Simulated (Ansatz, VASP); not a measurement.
Two plane-wave programs on P

File POSCAR:

```
P
1.0
   -1.5498635453      2.3045459397      2.2142597904
    1.5498635453     -2.3045459397      2.2142597904
    1.5498635453      2.3045459397     -2.2142597904
P
2
Direct
    0.8033091100      0.0533091100      0.7500000000
    0.1966908900      0.9466908900      0.2500000000
```

INCAR.step1

```
SYSTEM = P
ALGO = Normal
EDIFF = 1E-4
ENCUT = 520
GGA = PE
ISMEAR = 0
LASPH = .TRUE.
LCHARG = .FALSE.
LREAL = .FALSE.
LWAVE = .TRUE.
NBANDS = 12
NELM = 80
PREC = Accurate
SIGMA = 0.15
```

Contents of INCAR.step2:

```
SYSTEM = P
ALGO = Normal
EDIFF = 1E-6
ENCUT = 520
ISIF = 2
ISMEAR = 0
ISTART = 1
LASPH = .TRUE.
LCHARG = .TRUE.
LELF = .TRUE.
LMIXTAU = .TRUE.
LREAL = .FALSE.
LVHAR = .TRUE.
LWAVE = .FALSE.
METAGGA = R2SCAN
NBANDS = 12
NELM = 80
PREC = Accurate
SIGMA = 0.15
```

Contents of KPOINTS:

```
k-points
0
G
  20 20 20
  0 0 0
```

Input for Ansatz:

```yaml
crystal:
  lattice:
    - [-1.5498635453, 2.3045459397, 2.2142597904]
    - [1.5498635453, -2.3045459397, 2.2142597904]
    - [1.5498635453, 2.3045459397, -2.2142597904]
  atoms:
    - { symbol: P, position: [0.80330911, 0.05330911, 0.75] }
    - { symbol: P, position: [0.19669089, 0.94669089, 0.25] }
basis:
  ecutwfc: 500
kpoints:
  mp_grid: { grid: [20, 20, 20] }
hamiltonian:
  xc: r2scan
scf:
  occupations: { method: gaussian, width: 0.15 }
output:
  forces: true
  stress: true
  eigenvalues: true
  write_density: true
  write_potential: true
  elf: true
  volumetric_format: npy
```

Alike in both runs: task single point; functional r2SCAN; k mesh 20 × 20 × 20; occupations gaussian, width 0.15 eV; no spin polarisation.

```csv
,VASP,Ansatz
version,VASP 6.6.1,Ansatz 0.2.0
potentials or method,"VASP PAW PBE potentials, release 64 (P), cutoff 520 eV","scalar-relativistic, plane waves, PAW"
valence electrons in the cell,10,10
```

```csv
,VASP,Ansatz,Ansatz less VASP
gap on the k mesh at the Fermi level (eV),none,none,-
pressure (GPa),3.4,3.8,+0.48
"traceless stress, the component that is largest in VASP (GPa)",-16.99,-16.83,+0.158
rms of the force components (eV/Å),0.726,0.690,-0.0369
```

VASP's potentials were made for PBE, not for r2SCAN. Atom by atom the forces differ by 0.037 eV/Å (rms over components). A gap of «none» marks a metal or a gap that the smearing closes.
